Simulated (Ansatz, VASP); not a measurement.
One calculation of Ca, two programs

```
CELL_PARAMETERS angstrom
0.00000 2.72757 2.72757
2.72757 0.00000 2.72757
2.72757 2.72757 0.00000
ATOMIC_POSITIONS crystal
Ca 0.00000 0.00000 0.00000
```

Alike in both runs: task single point; functional r2SCAN; k mesh 14 × 14 × 14; occupations gaussian, width 0.1 eV; no spin polarisation.

|  | VASP | Ansatz |
| --- | --- | --- |
| version | VASP 6.6.1 | Ansatz 0.2.0 |
| potentials or method | VASP PAW PBE potentials, release 64 (Ca_sv), cutoff 520 eV | scalar-relativistic, plane waves, PAW |
| valence electrons in the cell | 10 | 10 |

|  | VASP | Ansatz | Ansatz less VASP |
| --- | --- | --- | --- |
| gap on the k mesh at the Fermi level (eV) | none | none | - |
| pressure (GPa) | 1.3 | 1.2 | -0.06 |

VASP's potentials were made for PBE, not for r2SCAN. A gap of «none» marks a metal or a gap that the smearing closes. With one functional, cell and mesh, what is left measures potentials, basis and numerics.
